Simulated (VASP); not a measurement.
Write the native input for VASP 6.6.1 that does the following.

```yaml
Task: single point
Functional: PBE
Potentials_or_basis: VASP PAW PBE potentials, release 64 (Ti_sv, Co)
Cutoff: 520 eV
k_mesh: 10 × 10 × 10
Occupations: fermi-dirac, width 0.1 eV
Spin: collinear spin, ferromagnetic start
Starting_moments: "[0.0, 2.5] μB"
Dipole_correction: no
Further_INCAR_settings: ALGO = Normal; EDIFF = 1e-06; NBANDS = 22
```

The structure of TiCo lies in POSCAR:

```
TiCo
1.0
    3.0825030078      0.0000000000      0.0000000000
    0.0000000000      3.0825030078      0.0000000000
    0.0000000000      0.0000000000      3.0825030078
Ti Co
1 1
Direct
    0.0000000000      0.0000000000      0.0000000000
    0.5000000000      0.5000000000      0.5000000000
```

One way to write it, as run:

INCAR

```
PREC = Accurate
ENCUT = 520
EDIFF = 1E-6
ISMEAR = -1
SIGMA = 0.1
LREAL = False
LASPH = True
NELM = 150
ALGO = Normal
ISIF = 2
LWAVE = False
LCHARG = False
ISPIN = 2
MAGMOM = 0 2.5
LORBIT = 11
LMAXMIX = 4
GGA = PE
NBANDS = 22
```

KPOINTS

```
regular mesh
0
Gamma
  10 10 10
```

Potentials or basis: VASP PAW PBE potentials, release 64 (Ti_sv, Co).

Launch:

```bash
$ cat potpaw_PBE.64/Ti_sv/POTCAR potpaw_PBE.64/Co/POTCAR > POTCAR
$ mpirun -np 1 vasp_std > vasp.out
```

It gave:

The pressure is -13.2 GPa and the net moment is 0.87 μB per cell. The site moments are Ti -0.11; Co +1.08 μB. The valence electrons inside the program's atomic spheres are Ti 10.16; Co 8.14.

Caveat: the cell stands under tension.

It took 38 s on 1 thread of AMD EPYC 9R45 96-Core Processor (Zen 5) (shared host), peak memory 0.16 GiB.
